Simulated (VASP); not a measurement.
# MgO (F-43m) in VASP: notebook, part 3 of 3

VASP 6.6.1. The steps go on from the part before.

## Step 5: Single point, PBEsol

This run uses another cell than the first one, of 12.51 Å³/atom, 1.068 times its volume.

File INCAR:

```
SYSTEM = MgO
PREC     = Accurate       ! precision mode
ENCUT    = 520            ! plane-wave cutoff, eV
EDIFF    = 1E-6           ! SCF threshold, eV
ISMEAR   = -1             ! smearing method
SIGMA    = 0.05           ! smearing width, eV
LREAL    = .False.        ! projectors in reciprocal space
LASPH    = .True.         ! aspherical terms in the spheres
NELM     = 60             ! most SCF steps
ALGO     = Normal         ! electronic algorithm
ISIF     = 2              ! what is computed and relaxed
LWAVE    = .False.        ! write WAVECAR
LCHARG   = .False.        ! write CHGCAR
GGA      = PS             ! functional
NBANDS   = 11             ! bands
```

File KPOINTS:

```
regular mesh
0
Gamma
  10 10 10
  0 0 0
```

File POSCAR:

```
MgO
1.0
    0.0000000000      2.3214330279      2.3214330279
    2.3214330279      0.0000000000      2.3214330279
    2.3214330279      2.3214330279      0.0000000000
Mg O
1 1
Direct
    0.5000000000      0.5000000000      0.5000000000
    0.7500000000      0.7500000000      0.7500000000
```

Potentials or basis: VASP PAW PBE potentials, release 64 (Mg, O).

On the command line:

```console
cat potpaw_PBE.64/Mg/POTCAR potpaw_PBE.64/O/POTCAR > POTCAR
mpirun -np 1 vasp_std > vasp.out
```

OUTCAR:

```text
SYSTEM = MgO
   PREC = Accurate
   ENCUT = 520
   EDIFF = 1E-6
   ISMEAR = -1
   LREAL = .False.
   LASPH = .True.
   NELM = 60
   ISIF = 2
   GGA = PS

 ion  position               nearest neighbor table
   1  0.500  0.500  0.500-   2 2.01   2 2.01   2 2.01   2 2.01
   2  0.750  0.750  0.750-   1 2.01   1 2.01   1 2.01   1 2.01

  LATTYP: Found a face centered cubic cell.
 ALAT       =     4.6428660558

  Lattice vectors:

 A1 = (   0.0000000000,   2.3214330279,   2.3214330279)
 A2 = (   2.3214330279,   0.0000000000,   2.3214330279)
 A3 = (   2.3214330279,   2.3214330279,   0.0000000000)

Analysis of symmetry for initial positions (statically):
=====================================================================
 Subroutine PRICEL returns:
 Original cell was already a primitive cell.

 Routine SETGRP: Setting up the symmetry group for a
 face centered cubic supercell.

 Subroutine GETGRP returns: Found 24 space group operations
 (whereof 24 operations were pure point group operations)
 out of a pool of 48 trial point group operations.

The static configuration has the point symmetry T_d .

Analysis of symmetry for dynamics (positions and initial velocities):
=====================================================================
 Subroutine PRICEL returns:
 Original cell was already a primitive cell.

 Routine SETGRP: Setting up the symmetry group for a
 face centered cubic supercell.

 Subroutine GETGRP returns: Found 24 space group operations
 (whereof 24 operations were pure point group operations)
 out of a pool of 48 trial point group operations.

The dynamic configuration has the point symmetry T_d .

 Subroutine INISYM returns: Found 24 space group operations
 (whereof 24 operations are pure point group operations),
 and found     1 'primitive' translations

----------------------------------------------------------------------------------------

                                     Primitive cell

  volume of cell :      25.0206
[... 110 lines left out ...]
  volume/ion in A,a.u.               =      12.51        84.42
  Fermi-wavevector in a.u.,A,eV,Ry     =   1.119452  2.115457 17.050440  1.253172
  Thomas-Fermi vector in A             =   2.256091
   LORBIT       =      0    0 simple, 1 ext, 2 COOP (PROOUT), +10 PAW based schemes
   GGA     = PS    functional components
   LHFCALC =     F    Hartree Fock is set to
   AEXX    =    0.0000 exact exchange contribution
   IVDW    =     0    specifies the selected vdW correction
   LEPSILON=     F    determine dielectric tensor
   LRPA    =     F    only Hartree local field effects (RPA)
 non-spin polarized calculation
  energy-cutoff  :      520.00
  volume of cell :       25.02
 maximum number of plane-waves:       692
   NGX = 13   NGY = 13   NGZ = 13

 number of electron       7.9999996 magnetization

 Free energy of the ion-electron system (eV)
  ---------------------------------------------------
  ext. energy  EPLUGINS =         0.00000000
  ---------------------------------------------------
  free energy    TOTEN  =       -12.18705914 eV

  energy without entropy =      -12.18705914  energy(sigma->0) =      -12.18705914

 E-fermi :   1.5122     XC(G=0):  -9.7326

 val. band max:        0.4034433639   @ k =   0.0000   0.0000   0.0000
 cond. band min:       3.6523579511   @ k =   0.0000   0.0000   0.0000
 fundamental gap:      3.2489145872
 Fermi energy:         1.5122181770

 k-point     1 :       0.0000    0.0000    0.0000
  band No.  band energies     occupation
      1     -15.2727      2.00000
      2       0.4034      2.00000
      3       0.4034      2.00000
      4       0.4034      2.00000
      5       3.6524      0.00000
      6      16.5533      0.00000
      7      16.5533      0.00000
      8      16.5533      0.00000
      9      20.1007      0.00000
     10      20.1161      0.00000
     11      20.1370      0.00000
[... 309 lines left out ...]
 k-point    24 :       0.4000    0.3000    0.0000
  band No.  band energies     occupation
      1     -14.6387      2.00000
      2      -1.8091      2.00000
      3      -0.2763      2.00000
      4      -0.1557      2.00000
      5       6.9148      0.00000
      6      11.6252      0.00000
      7      13.5715      0.00000
      8      16.0709      0.00000
      9      16.4507      0.00000
     10      22.6197      0.00000
     11      23.2346      0.00000

 [... further k-points ...]
[... 5 lines left out ...]
  --------------------------------------------------------------------------------------
  -------------------------------------------------------------------------------------
  Total       -0.8032209     -0.8032209     -0.8032209      0.0000000      0.0000000      0.0000000
  in kB      -51.4336237    -51.4336237    -51.4336237      0.0000000      0.0000000      0.0000000
  external PRESSURE =     -51.4336237 kB  Pullay stress =       0.0000000 kB

 VOLUME and BASIS-vectors are now :
 -----------------------------------------------------------------------------
  energy-cutoff  :      520.00
  volume of cell :       25.02
      direct lattice vectors                 reciprocal lattice vectors
     0.000000000  2.321433028  2.321433028    -0.215384202  0.215384202  0.215384202
     2.321433028  0.000000000  2.321433028     0.215384202 -0.215384202  0.215384202
     2.321433028  2.321433028  0.000000000     0.215384202  0.215384202 -0.215384202

 POSITION                                       TOTAL-FORCE (eV/Angst)
 -----------------------------------------------------------------------------------
      2.32143      2.32143      2.32143         0.000000      0.000000      0.000000
      3.48215      3.48215      3.48215        -0.000000     -0.000000     -0.000000
 -----------------------------------------------------------------------------------
    total drift:                                0.000000      0.000000      0.000000

  FREE ENERGIE OF THE ION-ELECTRON SYSTEM (eV)
  ---------------------------------------------------
  free  energy   TOTEN  =       -12.1870591413 eV

  energy  without entropy=      -12.1870591413  energy(sigma->0) =      -12.18705914
```

OSZICAR:

```text
N       E                     dE             d eps       ncg     rms          rms(c)
DAV:   1     0.201859441801E+02    0.20186E+02   -0.41442E+03  1050   0.627E+02
DAV:   2    -0.130977089843E+02   -0.33284E+02   -0.32495E+02  1186   0.140E+02
DAV:   3    -0.141374855714E+02   -0.10398E+01   -0.10390E+01  1266   0.239E+01
DAV:   4    -0.141408945112E+02   -0.34089E-02   -0.34089E-02  1132   0.158E+00
DAV:   5    -0.141409095899E+02   -0.15079E-04   -0.15079E-04  1240   0.102E-01    0.772E+00
DAV:   6    -0.122533869302E+02    0.18875E+01   -0.12490E+01  1145   0.179E+01    0.286E+00
DAV:   7    -0.122044025492E+02    0.48984E-01   -0.15002E-01  1100   0.285E+00    0.150E+00
DAV:   8    -0.121879769748E+02    0.16426E-01   -0.49002E-02  1082   0.238E+00    0.343E-01
DAV:   9    -0.121872552419E+02    0.72173E-03   -0.74316E-04  1222   0.194E-01    0.218E-01
DAV:  10    -0.121870623420E+02    0.19290E-03   -0.93147E-04  1097   0.243E-01    0.149E-02
DAV:  11    -0.121870591378E+02    0.32042E-05   -0.25598E-05  1178   0.268E-02    0.640E-03
DAV:  12    -0.121870591413E+02   -0.35402E-08   -0.10954E-06  1124   0.737E-03
   1 F= -.12187059E+02 E0= -.12187059E+02  d E =-.333490E-10
```

It took 15 s on 1 thread of Intel Xeon 8259CL, shared host; peak memory 0.14 GiB.

Results:

| Quantity | Value |
| --- | --- |
| Free energy | -12.1871 eV |
| Pressure | -5.1 GPa |
| Band gap on the k mesh | 3.25 eV, direct |

Caveat: the PAW data sets were made with another functional, which shifts forces and pressure a little.

## Step 6: Single point, PBEsol

This run uses another cell than the first one, of 12.76 Å³/atom, 1.089 times its volume.

File INCAR:

```
  PREC = Accurate
  ENCUT = 520
  EDIFF = 1E-6
  ISMEAR = -1
  SIGMA = 0.05
  LREAL = False
  LASPH = True
  NELM = 80
  ALGO = Normal
  ISIF = 2
  LWAVE = False
  LCHARG = False
  GGA = PS
  NBANDS = 11
```

File KPOINTS:

```
regular mesh
0
Gamma
  10 10 10
```

File POSCAR:

```
MgO
1.0
    0.0000000000      2.3365076907      2.3365076907
    2.3365076907      0.0000000000      2.3365076907
    2.3365076907      2.3365076907      0.0000000000
Mg O
1 1
Direct
    0.5000000000      0.5000000000      0.5000000000
    0.7500000000      0.7500000000      0.7500000000
```

Potentials or basis: VASP PAW PBE potentials, release 64 (Mg, O).

On the command line:

```console
cat potpaw_PBE.64/Mg/POTCAR potpaw_PBE.64/O/POTCAR > POTCAR
mpirun -np 1 vasp_std > vasp.out
```

OUTCAR:

```text
PREC = Accurate
   ENCUT = 520
   EDIFF = 1E-6
   ISMEAR = -1
   LREAL = False
   LASPH = True
   NELM = 80
   ISIF = 2
   GGA = PS

 ion  position               nearest neighbor table
   1  0.500  0.500  0.500-   2 2.02   2 2.02   2 2.02   2 2.02
   2  0.750  0.750  0.750-   1 2.02   1 2.02   1 2.02   1 2.02

  LATTYP: Found a face centered cubic cell.
 ALAT       =     4.6730153814

  Lattice vectors:

 A1 = (   0.0000000000,   2.3365076907,   2.3365076907)
 A2 = (   2.3365076907,   0.0000000000,   2.3365076907)
 A3 = (   2.3365076907,   2.3365076907,   0.0000000000)

Analysis of symmetry for initial positions (statically):
=====================================================================
 Subroutine PRICEL returns:
 Original cell was already a primitive cell.

 Routine SETGRP: Setting up the symmetry group for a
 face centered cubic supercell.

 Subroutine GETGRP returns: Found 24 space group operations
 (whereof 24 operations were pure point group operations)
 out of a pool of 48 trial point group operations.

The static configuration has the point symmetry T_d .

Analysis of symmetry for dynamics (positions and initial velocities):
=====================================================================
 Subroutine PRICEL returns:
 Original cell was already a primitive cell.

 Routine SETGRP: Setting up the symmetry group for a
 face centered cubic supercell.

 Subroutine GETGRP returns: Found 24 space group operations
 (whereof 24 operations were pure point group operations)
 out of a pool of 48 trial point group operations.

The dynamic configuration has the point symmetry T_d .

 Subroutine INISYM returns: Found 24 space group operations
 (whereof 24 operations are pure point group operations),
 and found     1 'primitive' translations

----------------------------------------------------------------------------------------

                                     Primitive cell
[... 112 lines left out ...]
  volume/ion in A,a.u.               =      12.76        86.08
  Fermi-wavevector in a.u.,A,eV,Ry     =   1.112229  2.101808 16.831138  1.237054
  Thomas-Fermi vector in A             =   2.248801
   LORBIT       =      0    0 simple, 1 ext, 2 COOP (PROOUT), +10 PAW based schemes
   GGA     = PS    functional components
   LHFCALC =     F    Hartree Fock is set to
   AEXX    =    0.0000 exact exchange contribution
   IVDW    =     0    specifies the selected vdW correction
   LEPSILON=     F    determine dielectric tensor
   LRPA    =     F    only Hartree local field effects (RPA)
 non-spin polarized calculation
  energy-cutoff  :      520.00
  volume of cell :       25.51
 maximum number of plane-waves:       701
 NGX is ok and might be reduce to    28
   NGX = 13   NGY = 13   NGZ = 13

 number of electron       8.0000000 magnetization

 Free energy of the ion-electron system (eV)
  ---------------------------------------------------
  ext. energy  EPLUGINS =         0.00000000
  ---------------------------------------------------
  free energy    TOTEN  =       -12.16883424 eV

  energy without entropy =      -12.16883424  energy(sigma->0) =      -12.16883424

 E-fermi :   1.4910     XC(G=0):  -9.6497

 val. band max:        0.3103321668   @ k =   0.0000   0.0000   0.0000
 cond. band min:       3.4569351109   @ k =   0.0000   0.0000   0.0000
 fundamental gap:      3.1466029441
 Fermi energy:         1.4910205436

 k-point     1 :       0.0000    0.0000    0.0000
  band No.  band energies     occupation
      1     -15.3140      2.00000
      2       0.3103      2.00000
      3       0.3103      2.00000
      4       0.3103      2.00000
      5       3.4569      0.00000
      6      16.2544      0.00000
      7      16.2544      0.00000
      8      16.2544      0.00000
      9      19.7961      0.00000
     10      19.7966      0.00000
     11      19.8037      0.00000
[... 309 lines left out ...]
 k-point    24 :       0.4000    0.3000    0.0000
  band No.  band energies     occupation
      1     -14.7056      2.00000
      2      -1.8673      2.00000
      3      -0.3603      2.00000
      4      -0.2420      2.00000
      5       6.7406      0.00000
      6      11.4277      0.00000
      7      13.2483      0.00000
      8      15.7680      0.00000
      9      16.1365      0.00000
     10      22.1982      0.00000
     11      22.9052      0.00000

 [... further k-points ...]
[... 5 lines left out ...]
  --------------------------------------------------------------------------------------
  -------------------------------------------------------------------------------------
  Total       -1.1161258     -1.1161258     -1.1161258      0.0000000      0.0000000      0.0000000
  in kB      -70.0958151    -70.0958151    -70.0958151      0.0000000      0.0000000      0.0000000
  external PRESSURE =     -70.0958151 kB  Pullay stress =       0.0000000 kB

 VOLUME and BASIS-vectors are now :
 -----------------------------------------------------------------------------
  energy-cutoff  :      520.00
  volume of cell :       25.51
      direct lattice vectors                 reciprocal lattice vectors
     0.000000000  2.336507691  2.336507691    -0.213994588  0.213994588  0.213994588
     2.336507691  0.000000000  2.336507691     0.213994588 -0.213994588  0.213994588
     2.336507691  2.336507691  0.000000000     0.213994588  0.213994588 -0.213994588

 POSITION                                       TOTAL-FORCE (eV/Angst)
 -----------------------------------------------------------------------------------
      2.33651      2.33651      2.33651         0.000000      0.000000     -0.000000
      3.50476      3.50476      3.50476        -0.000000     -0.000000      0.000000
 -----------------------------------------------------------------------------------
    total drift:                               -0.000000     -0.000000     -0.000000

  FREE ENERGIE OF THE ION-ELECTRON SYSTEM (eV)
  ---------------------------------------------------
  free  energy   TOTEN  =       -12.1688342444 eV

  energy  without entropy=      -12.1688342444  energy(sigma->0) =      -12.16883424
```

stdout:

```text
POSCAR found type information on POSCAR MgO
 POSCAR found :  2 types and       2 ions
 scaLAPACK will be used
 -----------------------------------------------------------------------------
|                                                                             |
|                                                                             |
|     You enforced a specific xc type in the INCAR file but a different       |
|     I HOPE YOU KNOW WHAT YOU ARE DOING!                                     |
|                                                                             |
 -----------------------------------------------------------------------------

 LDA part: xc-table for (Slater+PW92), standard interpolation
 POSCAR, INCAR and KPOINTS ok, starting setup
 FFT: planning ... GRIDC
 FFT: planning ... GRID_SOFT
 FFT: planning ... GRID
 WAVECAR not read
 entering main loop
```

It took 27 s on 1 thread of Intel Xeon 8259CL, shared host; peak memory 0.16 GiB.

Results:

```yaml
Free_energy: -12.1688 eV
Pressure: -7.0 GPa
Band_gap_on_the_k_mesh: 3.15 eV, direct
```

Caveat: the PAW data sets were made with another functional, which shifts forces and pressure a little.

## Step 7: The runs side by side

```csv
level,cell,gap on the mesh (eV),pressure (GPa)
BLYP+D3(BJ),"a = 3.212 Å, angles 60.0°, 2 atoms",3.99,0.1
PBE,"a = 3.195 Å, angles 60.0°, 2 atoms",3.82,7.7
PBEsol,"a = 3.261 Å, angles 60.0°, 2 atoms",3.36,-3.1
PBEsol,"a = 3.283 Å, angles 60.0°, 2 atoms",3.25,-5.1
PBEsol,"a = 3.304 Å, angles 60.0°, 2 atoms",3.15,-7.0
```

Alike in all rows: task single point; potentials or basis VASP PAW PBE potentials, release 64 (Mg, O); no spin polarisation; k mesh 10 × 10 × 10; cutoff (eV) 520; smearing fermi-dirac 0.05 eV.

Caveats: the PAW data sets were made with another functional, which shifts forces and pressure a little (some runs).

Total energies depend on the potentials used, so only differences within one code and one set of settings carry meaning.
